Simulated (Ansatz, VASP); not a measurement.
AgCl in VASP and in Ansatz

INCAR

```
PREC = Accurate
ENCUT = 520
EDIFF = 1E-7
ISMEAR = 0
SIGMA = 0.05
LREAL = False
LASPH = True
NELM = 80
ALGO = Normal
ISIF = 2
LWAVE = False
LCHARG = False
GGA = PS
NBANDS = 16
```

KPOINTS

```
Automatic mesh
0
Gamma
  10 10 10
```

POSCAR

```
AgCl
1.0
    3.3311591989      0.0000000000     -0.3664275119
    0.0000000000      3.3311591989     -0.2748206339
   -0.3664275119     -0.2748206339      3.3311591989
Ag Cl
1 1
Direct
    0.0000000000      0.0000000000      0.0000000000
    0.5000000000      0.5000000000      0.5000000000
```

Input for Ansatz:

```yaml
crystal:
  lattice:
    - [3.3311591989, 0.0, -0.3664275119]
    - [0.0, 3.3311591989, -0.2748206339]
    - [-0.3664275119, -0.2748206339, 3.3311591989]
  atoms:
    - { symbol: Ag, position: [0.0, 0.0, 0.0] }
    - { symbol: Cl, position: [0.5, 0.5, 0.5] }
basis:
  ecutwfc: 420
kpoints:
  mp_grid: { grid: [10, 10, 10] }
hamiltonian:
  xc: pbesol
scf:
  occupations: { method: gaussian, width: 0.05 }
output:
  forces: true
  stress: true
  eigenvalues: true
```

Change from the starting cell: engineering shear strain xz -0.2200, engineering shear strain yz -0.1650.

Alike in both runs: task single point; functional PBEsol; k mesh 10 × 10 × 10; occupations gaussian, width 0.05 eV; no spin polarisation.

|  | VASP | Ansatz |
| --- | --- | --- |
| version | VASP 6.6.1 | Ansatz 0.2.0 |
| potentials or method | VASP PAW PBE potentials, release 64 (Ag, Cl), cutoff 520 eV | scalar-relativistic, plane waves, PAW |
| valence electrons in the cell | 18 | 26 |

Ansatz gave:

```
gap on the k mesh at the Fermi level (eV)                     : 0.15
least direct gap on the mesh (eV)                             : 2.33
pressure (GPa)                                                : 4.2
traceless stress, the component that is largest in VASP (GPa) : 1.37
```

Problem. Which values does VASP return?

Solution. gap on the k mesh at the Fermi level (eV): 0.15; least direct gap on the mesh (eV): 2.34; pressure (GPa): 4.1; traceless stress, the component that is largest in VASP (GPa): 1.35.

VASP's potentials were made for PBE, not for PBEsol. With one functional, cell and mesh, what is left measures potentials, basis and numerics. VASP's potentials hold 18 valence electrons a cell and Ansatz's 26, so a difference there can come from the potentials and not from the codes.
